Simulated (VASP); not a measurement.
TaGe3Pd2, 6 atoms in the cell. It takes space group P6/mmm (No. 191, hexagonal). The conventional cell has a = 5.366 Å, b = 5.366 Å, c = 4.205 Å, α = 90.00°, β = 90.00°, γ = 120.00°. Ta (site symmetry 6/mmm) has 6 Pd at 3.10 Å and 12 Ge at 3.41 Å within 4.1 Å. Within 3.4 Å of Ge (site symmetry mmm) lie 4 Pd at 2.61 Å and 4 Ge at 2.68 Å. Pd (site symmetry -6m2) has 6 Ge at 2.61 Å and 3 Pd at 3.10 Å and 3 Ta at 3.10 Å within 3.4 Å. 

| Property | Result |
| --- | --- |
| Program | VASP 6.6.1 |
| Task | relaxation of cell and atoms |
| Functional | PBE |
| Potentials or basis | VASP PAW PBE potentials, release 64 (Ta_pv, Ge_d, Pd) |
| Cutoff | 600 eV |
| k mesh | 12 × 12 × 10 |
| Occupations | gaussian, width 0.1 eV |
| Spin | no spin polarisation |
| Dipole correction | no |
| Further INCAR settings | ALGO = Normal; EDIFF = 1e-07; IBRION = 2; EDIFFG = -0.01; NSW = 100; ISIF = 3 |

Potentials or basis: VASP PAW PBE potentials, release 64 (Ta_pv, Ge_d, Pd).

Launch:

```console
$ cat potpaw_PBE.64/Ta_pv/POTCAR potpaw_PBE.64/Ge_d/POTCAR potpaw_PBE.64/Pd/POTCAR > POTCAR
$ mpirun -np 1 vasp_std > vasp.out
```

Hardware: 1 thread of Intel(R) Xeon(R) Platinum 8375C CPU @ 2.90GHz (Ice Lake), with other jobs on the host.

Problem. Estimate the wall time of this run.

Solution. Run time: 40 min on 1 thread of Intel(R) Xeon(R) Platinum 8375C CPU @ 2.90GHz (Ice Lake), with other jobs on the host, peak memory 0.71 GiB. Counts: scf iterations 51, k points 114, ion steps 5.
